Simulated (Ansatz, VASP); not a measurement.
# CuSn3: VASP beside Ansatz

```
CELL_PARAMETERS angstrom
-2.25474 2.25474 4.90296
2.25474 -2.25474 4.90296
2.25474 2.25474 -4.90296
ATOMIC_POSITIONS crystal
Sn 0.50000 0.50000 0.00000
Sn 0.25000 0.75000 0.50000
Sn 0.75000 0.25000 0.50000
Cu 0.00000 0.00000 0.00000
```

Alike in both runs: task single point; functional r2SCAN; k mesh 8 × 8 × 8; occupations fermi-dirac, width 0.05 eV; no spin polarisation.

|  | VASP | Ansatz |
| --- | --- | --- |
| version | VASP 6.6.1 | Ansatz 0.2.0 |
| potentials or method | VASP PAW PBE potentials, release 64 (Sn_d, Cu) | Ansatz PAW |
| plane-wave cutoff (eV) | 520 | 500 |
| valence electrons in the cell | 53 | 61 |

|  | VASP | Ansatz | Ansatz less VASP |
| --- | --- | --- | --- |
| gap on the k mesh at the Fermi level (eV) | none | none | - |
| pressure (GPa) | -3.5 | -3.5 | -0.03 |
| traceless stress, the component that is largest in VASP (GPa) | 0.17 | 0.17 | -0.005 |

VASP's potentials were made for PBE, not for r2SCAN. A gap of «none» marks a metal or a gap that the smearing closes. VASP's potentials hold 53 valence electrons a cell and Ansatz's 61, so a difference there can come from the potentials and not from the codes.
